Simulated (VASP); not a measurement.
# Si5Br2 (P4/mmm) in VASP: relaxation of cell and atoms with PBE

Aim: the relaxation of cell and atoms of Si5Br2 with PBE.

All numbers are computed with VASP 6.6.1; they aren't measurements. Logs are shortened: lines on timing, memory, paths and dates and some standing lists are left out, and cuts for length are marked.

### 1 The cell of the first run

The structure is tetragonal, space group P4/mmm (No. 123). Conventional cell: a = 3.627 Å, b = 3.627 Å, c = 12.285 Å, α = 90.00°, β = 90.00°, γ = 90.00°. Within 3.3 Å of Si (site symmetry mmm) lie 8 Si at 2.54 to 2.56 Å. Within 3.3 Å of Si (site symmetry 4mm) lie 4 Si at 2.54 Å and 4 Br at 3.14 Å. Si (site symmetry 4/mmm) has 2 Br at 2.56 Å within 3.4 Å. Br (site symmetry 4mm) has 5 Si at 2.56 to 3.14 Å within 3.4 Å.

### 2 Relaxation of cell and atoms, PBE

INCAR reads:

```
SYSTEM = Si5Br2
ALGO = Normal
EDIFF = 1E-6
EDIFFG = -0.01
ENCUT = 600
GGA = PE
IBRION = 2
ISIF = 3
ISMEAR = 0
LASPH = .TRUE.
LCHARG = .FALSE.
LREAL = .FALSE.
LWAVE = .FALSE.
NELM = 80
NSW = 100
PREC = Accurate
SIGMA = 0.1
```

KPOINTS reads:

```
k-points
0
G
  10 10 4
  0 0 0
```

POSCAR reads:

```
Si5Br2
1.0
    3.6268442271      0.0000000000      0.0000000000
    0.0000000000      3.6268442271      0.0000000000
    0.0000000000      0.0000000000     12.2845382244
Si Br
5 2
Direct
    0.0000000000      0.5000000000      0.0000000000
    0.5000000000      0.0000000000      0.0000000000
    0.0000000000      0.0000000000      0.1443439849
    0.0000000000      0.0000000000      0.8556560151
    0.5000000000      0.5000000000      0.5000000000
    0.5000000000      0.5000000000      0.7079908429
    0.5000000000      0.5000000000      0.2920091571
```

Potentials or basis: VASP PAW PBE potentials, release 64 (Si, Br).

Command:

```sh
$ cat potpaw_PBE.64/Si/POTCAR potpaw_PBE.64/Br/POTCAR > POTCAR
$ mpirun -np 1 vasp_std > vasp.out
```

OUTCAR:

```text
SYSTEM = Si5Br2
   EDIFF = 1E-6
   EDIFFG = -0.01
   ENCUT = 600
   GGA = PE
   IBRION = 2
   ISIF = 3
   ISMEAR = 0
   LASPH = .TRUE.
   LREAL = .FALSE.
   NELM = 80
   NSW = 100
   PREC = Accurate

 ion  position               nearest neighbor table
   1  0.000  0.500  0.000-   3 2.54   4 2.54   3 2.54   4 2.54   2 2.56   2 2.56   2 2.56   2 2.56

   2  0.500  0.000  0.000-   3 2.54   4 2.54   3 2.54   4 2.54   1 2.56   1 2.56   1 2.56   1 2.56

   3  0.000  0.000  0.144-   1 2.54   2 2.54   1 2.54   2 2.54
   4  0.000  0.000  0.856-   1 2.54   2 2.54   1 2.54   2 2.54
   5  0.500  0.500  0.500-   6 2.56   7 2.56
   6  0.500  0.500  0.708-   5 2.56
   7  0.500  0.500  0.292-   5 2.56

  LATTYP: Found a simple tetragonal cell.
 ALAT       =     3.6268442271
 C/A-ratio  =     3.3871149283

  Lattice vectors:

 A1 = (   3.6268442271,   0.0000000000,   0.0000000000)
 A2 = (   0.0000000000,   3.6268442271,   0.0000000000)
 A3 = (   0.0000000000,   0.0000000000,  12.2845382244)

Analysis of symmetry for initial positions (statically):
=====================================================================
 Subroutine PRICEL returns:
 Original cell was already a primitive cell.

 Routine SETGRP: Setting up the symmetry group for a
 simple tetragonal supercell.

 Subroutine GETGRP returns: Found 16 space group operations
 (whereof 16 operations were pure point group operations)
 out of a pool of 16 trial point group operations.

The static configuration has the point symmetry D_4h.

Analysis of symmetry for dynamics (positions and initial velocities):
=====================================================================
 Subroutine PRICEL returns:
 Original cell was already a primitive cell.

 Routine SETGRP: Setting up the symmetry group for a
 simple tetragonal supercell.

 Subroutine GETGRP returns: Found 16 space group operations
 (whereof 16 operations were pure point group operations)
 out of a pool of 16 trial point group operations.

The dynamic configuration has the point symmetry D_4h.

 Subroutine INISYM returns: Found 16 space group operations
 (whereof 16 operations are pure point group operations),
 and found     1 'primitive' translations

----------------------------------------------------------------------------------------

                                     Primitive cell

  volume of cell :     161.5908

  direct lattice vectors                    reciprocal lattice vectors
     3.626844227  0.000000000  0.000000000     0.275721795  0.000000000  0.000000000
     0.000000000  3.626844227  0.000000000     0.000000000  0.275721795  0.000000000
     0.000000000  0.000000000 12.284538224     0.000000000  0.000000000  0.081403141

  length of vectors
     3.626844227  3.626844227 12.284538224     0.275721795  0.275721795  0.081403141

  position of ions in fractional coordinates (direct lattice)
     0.000000000  0.500000000  0.000000000
     0.500000000  0.000000000  0.000000000
     0.000000000  0.000000000  0.144343985
     0.000000000  0.000000000  0.855656015
     0.500000000  0.500000000  0.500000000
     0.500000000  0.500000000  0.707990843
     0.500000000  0.500000000  0.292009157

  ion indices of the primitive-cell ions
   primitive index   ion index
                 1           1
                 2           2
                 3           3
                 4           4
                 5           5
                 6           6
                 7           7

----------------------------------------------------------------------------------------

 KPOINTS: k-points

Automatic generation of k-mesh.
 Grid dimensions read from file:
 generate k-points for:   10   10    4

 Generating k-lattice:

  Cartesian coordinates                     Fractional coordinates (reciprocal lattice)
     0.027572179  0.000000000  0.000000000     0.100000000  0.000000000  0.000000000
     0.000000000  0.027572179  0.000000000     0.000000000  0.100000000  0.000000000
     0.000000000  0.000000000  0.020350785     0.000000000  0.000000000  0.250000000

  Length of vectors
     0.027572179  0.027572179  0.020350785

  Shift w.r.t. Gamma in fractional coordinates (k-lattice)
     0.000000000  0.000000000  0.000000000

 Subroutine IBZKPT returns following result:
 ===========================================

 Found     63 irreducible k-points:

 Following reciprocal coordinates:
            Coordinates               Weight
  0.000000  0.000000  0.000000      1.000000
  0.100000  0.000000  0.000000      4.000000
  0.200000  0.000000  0.000000      4.000000
  0.300000  0.000000  0.000000      4.000000
  0.400000  0.000000  0.000000      4.000000
  0.500000  0.000000  0.000000      2.000000
[... 16 lines left out ...]
  0.100000  0.000000  0.250000      8.000000
  0.200000  0.000000  0.250000      8.000000
 [... further k-points ...]
   k-points           NKPTS =     63   k-points in BZ     NKDIM =     63   number of bands    NBANDS=     21
   number of dos      NEDOS =    301   number of ions     NIONS =      7
   total plane-waves  NPLWV =  88200
   dimension x,y,z NGX =    30 NGY =   30 NGZ =   98
   dimension x,y,z NGXF=    60 NGYF=   60 NGZF=  196
   ions per type =               5   2
   NGX,Y,Z   is equivalent  to a cutoff of  13.75, 13.75, 13.26 a.u.
   NGXF,Y,Z  is equivalent  to a cutoff of  27.50, 27.50, 26.52 a.u.
 SYSTEM =  Si5Br2
   PREC   = accura    normal or accurate (medium, high low for compatibility)
   ISTART =      0    job   : 0-new  1-cont  2-samecut
   ICHARG =      2    charge: 1-file 2-atom 10-const
   ISPIN  =      1    spin polarized calculation?
   LNONCOLLINEAR =      F non collinear calculations
   LSORBIT =      F    spin-orbit coupling
   LASPH  =      T    aspherical Exc in radial PAW
   ENCUT  =  600.0 eV  44.10 Ry    6.64 a.u.   7.24  7.24 24.54*2*pi/ulx,y,z
   NELM   =     80;   NELMIN=  2; NELMDL= -5     # of ELM steps
   EDIFF  = 0.1E-05   stopping-criterion for ELM
   LREAL  =      F    real-space projection
   EDIFFG = -.1E-01   stopping-criterion for IOM
   NSW    =    100    number of steps for IOM
   IBRION =      2    ionic relax: 0-MD 1-quasi-New 2-CG
   NFREE  =      1    steps in history (QN), initial steepest desc. (CG)
   ISIF   =      3    stress and relaxation
   ISYM   =      2    0-nonsym 1-usesym 2-fastsym
   POTIM  = 0.5000    time-step for ionic-motion
   TEBEG  =    0.0;   TEEND  =   0.0 temperature during run
   PSTRESS=    0.0 pullay stress
   NELECT =      34.0000    total number of electrons
   NUPDOWN=      -1.0000    fix difference up-down
   EMIN   =  10.00;   EMAX   =-10.00  energy-range for DOS
   EFERMI =   0.00;   METHOD = LEGACY
   ISMEAR =     0;   SIGMA  =   0.10  broadening in eV -4-tet -1-fermi 0-gaus
   EFERMI_NEDOS =   21; number of points for ismear=-14 and -15
   IALGO  =     38    algorithm
   IMIX   =      4    mixing-type and parameters
     AMIX     =   0.40;   BMIX     =  1.00
     AMIX_MAG =   1.60;   BMIX_MAG =  1.00
  volume/ion in A,a.u.               =      23.08       155.78
  Fermi-wavevector in a.u.,A,eV,Ry     =   0.973708  1.840042 12.899793  0.948108
  Thomas-Fermi vector in A             =   2.104110
   LORBIT       =      0    0 simple, 1 ext, 2 COOP (PROOUT), +10 PAW based schemes
   GGA     = PE    functional components
   LHFCALC =     F    Hartree Fock is set to
   AEXX    =    0.0000 exact exchange contribution
   IVDW    =     0    specifies the selected vdW correction
   LEPSILON=     F    determine dielectric tensor
   LRPA    =     F    only Hartree local field effects (RPA)
 conjugate gradient relaxation of ions
 non-spin polarized calculation
 Gauss-broadening in eV      SIGMA  =   0.10
  energy-cutoff  :      600.00
  volume of cell :      161.59
 maximum number of plane-waves:      5424
 NGX is ok and might be reduce to    30
   NGX = 15   NGY = 15   NGZ = 49

--------------------------------------- Ionic step        1  -------------------------------------------

 number of electron      34.0000002 magnetization

 Free energy of the ion-electron system (eV)
  ---------------------------------------------------
  ext. energy  EPLUGINS =         0.00000000
  ---------------------------------------------------
  free energy    TOTEN  =       -27.19900706 eV

  energy without entropy =      -27.18593756  energy(sigma->0) =      -27.19247231

------------------------ aborting loop because EDIFF is reached ----------------------------------------

  FORCE on cell =-STRESS in cart. coord.  units (eV):
  Direction    XX          YY          ZZ          XY          YZ          ZX
  --------------------------------------------------------------------------------------
  -------------------------------------------------------------------------------------
  Total       -0.6878379     -0.6878379      2.4277244      0.0000000      0.0000000      0.0000000
  in kB       -6.8199320     -6.8199320     24.0709555      0.0000000      0.0000000      0.0000000
  external PRESSURE =       3.4770305 kB  Pullay stress =       0.0000000 kB
[... 69 lines left out ...]
--------------------------------------- Ionic step        3  -------------------------------------------

 number of electron      34.0000001 magnetization

 E-fermi :   4.3896     XC(G=0):  -9.0976

 val. band max:        4.3876285975   @ k =   0.5000   0.4000   0.2500
 cond. band min:       4.3920618607   @ k =   0.1000   0.1000   0.0000
 fundamental gap:      0.0044332632
 Fermi energy:         4.3896281392

 k-point     1 :       0.0000    0.0000    0.0000
  band No.  band energies     occupation
      1     -11.1356      2.00000
      2     -11.0788      2.00000
      3      -8.9089      2.00000
      4      -4.8201      2.00000
      5      -3.4812      2.00000
      6      -0.9115      2.00000
[... 565 lines left out ...]
     20       6.7529      0.00000
     21       7.1098      0.00000

 [... further k-points ...]
[... 5 lines left out ...]
  --------------------------------------------------------------------------------------
  -------------------------------------------------------------------------------------
  Total       -0.8311657     -0.8311657     -0.7725502      0.0000000      0.0000000     -0.0000000
  in kB       -8.1679790     -8.1679790     -7.5919562      0.0000000      0.0000000     -0.0000000
  external PRESSURE =      -7.9759714 kB  Pullay stress =       0.0000000 kB
[... 233 lines left out ...]
--------------------------------------- Ionic step        9  -------------------------------------------

 number of electron      33.9999998 magnetization

 Free energy of the ion-electron system (eV)
  ---------------------------------------------------
  ext. energy  EPLUGINS =         0.00000000
  ---------------------------------------------------
  free energy    TOTEN  =       -27.26307868 eV

  energy without entropy =      -27.25040046  energy(sigma->0) =      -27.25673957

 E-fermi :   4.8266     XC(G=0):  -9.2611

 val. band max:        4.7657609194   @ k =   0.3000   0.2000   0.5000
 cond. band min:       4.8466424079   @ k =   0.1000   0.1000   0.5000
 fundamental gap:      0.0808814885
 Fermi energy:         4.8266015715

 k-point     1 :       0.0000    0.0000    0.0000
  band No.  band energies     occupation
      1     -11.0249      2.00000
      2     -10.9694      2.00000
      3      -8.6488      2.00000
      4      -4.5894      2.00000
      5      -3.2580      2.00000
      6      -0.7356      2.00000
[... 565 lines left out ...]
     20       7.1665      0.00000
     21       7.5854      0.00000

 [... further k-points ...]
[... 5 lines left out ...]
  --------------------------------------------------------------------------------------
  -------------------------------------------------------------------------------------
  Total        0.0374641      0.0374641      0.0175191      0.0000000      0.0000000     -0.0000000
  in kB        0.3814533      0.3814533      0.1783762      0.0000000      0.0000000     -0.0000000
  external PRESSURE =       0.3137609 kB  Pullay stress =       0.0000000 kB
[... 22 lines left out ...]
  FREE ENERGIE OF THE ION-ELECTRON SYSTEM (eV)
  ---------------------------------------------------
  free  energy   TOTEN  =       -27.2630786794 eV

  energy  without entropy=      -27.2504004641  energy(sigma->0) =      -27.25673957

 reached required accuracy - stopping structural energy minimisation
```

Wall time 18 min (1 thread of Oxide Virtual Turin-like, shared host); peak memory 0.41 GiB.

What came out:

- Free energy: -27.2631 eV
- Relaxed volume: 22.48 Å³/atom
- Relaxed cell: a = 3.548 Å, b = 3.548 Å, c = 12.499 Å, α = 90.00°, β = 90.00°, γ = 90.00°
- Space group after relaxing (to 0.05 Å): P4/mmm (No. 123)
- Energy gained by relaxing: 9.2 meV/atom
- Ionic steps: 9
- Pressure after relaxing: 0.0 GPa
- Largest force after relaxing: 0.009 eV/Å
- Band gap on the k mesh: zero (band 17 reaches 5.66 eV, above the bottom of band 18 at 3.83 eV)

Forces on the atoms (eV/Å):
```
Si   0.000  0.000  0.000
Si   0.000  0.000  0.000
Si   0.000  0.000  0.005
Si   0.000  0.000 -0.005
Si   0.000  0.000  0.000
Br   0.000  0.000 -0.009
Br   0.000  0.000  0.009
```

Step by step:
| step | energy change (eV) | largest force (eV/Å) | pressure (GPa) | volume (Å³) |
| --- | --- | --- | --- | --- |
| 1 | 0.0000 | 0.4758 | 0.35 | 161.59 |
| 2 | -0.0417 | 0.1839 | -0.58 | 162.74 |
| 3 | -0.0436 | 0.1246 | -0.80 | 163.04 |
| 4 | -0.0552 | 0.1377 | -0.26 | 160.42 |
| 5 | -0.0586 | 0.1687 | 0.24 | 158.02 |
| 6 | -0.0625 | 0.0937 | 0.08 | 157.82 |
| 7 | -0.0638 | 0.0171 | -0.07 | 157.62 |
| 8 | -0.0638 | 0.0159 | -0.05 | 157.63 |
| 9 | -0.0641 | 0.0087 | 0.03 | 157.36 |

Final structure:
```
Si Br
1.0
     3.54813    0.00000    0.00000
     0.00000    3.54813    0.00000
     0.00000    0.00000   12.49931
Si Br
5 2
Direct
  0.00000 0.50000 0.00000
  0.50000 0.00000 0.00000
  0.00000 0.00000 0.15106
  0.00000 0.00000 0.84894
  0.50000 0.50000 0.50000
  0.50000 0.50000 0.70924
  0.50000 0.50000 0.29076
```

Levels at points of the mesh, in eV from the Fermi level:
```csv
k point,band 15,band 16,band 17,band 18,band 19,band 20
"(0.00, 0.00, 0.00)",-1.56,-1.15,0.46,1.40,1.40,1.98
"(0.50, 0.00, 0.00)",-1.48,-0.76,0.46,0.48,0.79,1.19
"(0.50, 0.50, 0.00)",-2.70,-2.70,-1.48,-0.54,-0.54,-0.21
"(0.00, 0.00, 0.50)",-1.56,-0.48,0.10,1.34,1.34,1.98
"(0.50, 0.00, 0.50)",-1.48,-1.48,0.11,0.48,0.91,1.15
"(0.50, 0.50, 0.50)",-2.82,-2.82,-1.72,-0.26,-0.26,-0.22
```
